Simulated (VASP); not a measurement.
Input of a VASP 6.6.1 run:

Contents of INCAR:

```
  PREC = Accurate
  ENCUT = 520
  EDIFF = 1E-6
  ISMEAR = 0
  SIGMA = 0.1
  LREAL = Auto
  LASPH = T
  NELM = 100
  ALGO = Normal
  ISIF = 2
  LWAVE = F
  LCHARG = F
  GGA = PE
  IVDW = 12
  NBANDS = 72
```

KPOINTS

```
regular mesh
0
Gamma
  3 3 3
```

POSCAR

```
Al30Cu
1.0
    8.1000000000      0.0000000000      0.0000000000
    0.0000000000      8.1000000000      0.0000000000
    0.0000000000      0.0000000000      8.1000000000
Al Cu
30 1
Direct
    0.5000000000     -0.0011650491     -0.0011650491
    0.7525062807      0.2497021953      0.0022370897
    0.7525062807      0.0022370897      0.2497021953
    0.0000000000      0.0024495927      0.0024495927
    0.2474937193      0.2497021953      0.0022370897
    0.5000000000      0.5011445178     -0.0008536295
    0.7485737428      0.7494730380     -0.0008946959
    0.2474937193      0.0022370897      0.2497021953
    0.5000000000      0.2502021746      0.2502021746
    0.7612178751      0.4949901521      0.2540891361
    0.5000000000     -0.0008536295      0.5011445178
    0.7612178751      0.2540891361      0.4949901521
    0.7485737428     -0.0008946959      0.7494730380
    0.0000000000      0.4970955008      0.0017581516
    0.2514262572      0.7494730380     -0.0008946959
    0.2387821249      0.4949901521      0.2540891361
    0.5000000000      0.7482575091      0.2505522738
    0.0000000000      0.0017581516      0.4970955008
    0.2387821249      0.2540891361      0.4949901521
    0.5000000000      0.5006158532      0.5006158532
    0.7505871671      0.7466351102      0.5016415213
    0.2514262572     -0.0008946959      0.7494730380
    0.5000000000      0.2505522738      0.7482575091
    0.7505871671      0.5016415213      0.7466351102
    0.0000000000      0.7467114199      0.2537443039
    0.2494128329      0.7466351102      0.5016415213
    0.0000000000      0.2537443039      0.7467114199
    0.2494128329      0.5016415213      0.7466351102
    0.5000000000      0.7496092645      0.7496092645
    0.0000000000      0.7495356333      0.7495356333
    0.0000000000      0.5045953897      0.5045953897
```

Potentials or basis: VASP PAW PBE potentials, release 64 (Al, Cu).

The run is started by

```sh
$ cat potpaw_PBE.64/Al/POTCAR potpaw_PBE.64/Cu/POTCAR > POTCAR
$ mpirun -np 1 vasp_std > vasp.out
```

Predict the pressure.

-5.4 GPa.

What does it give for the dispersion energy per atom?

-0.325 eV.

Predict the largest force.

0.014 eV/Å.

Stress tensor (GPa, compression positive):
```
-5.34  0.00  0.00
 0.00 -5.43 -0.08
 0.00 -0.08 -5.43
```
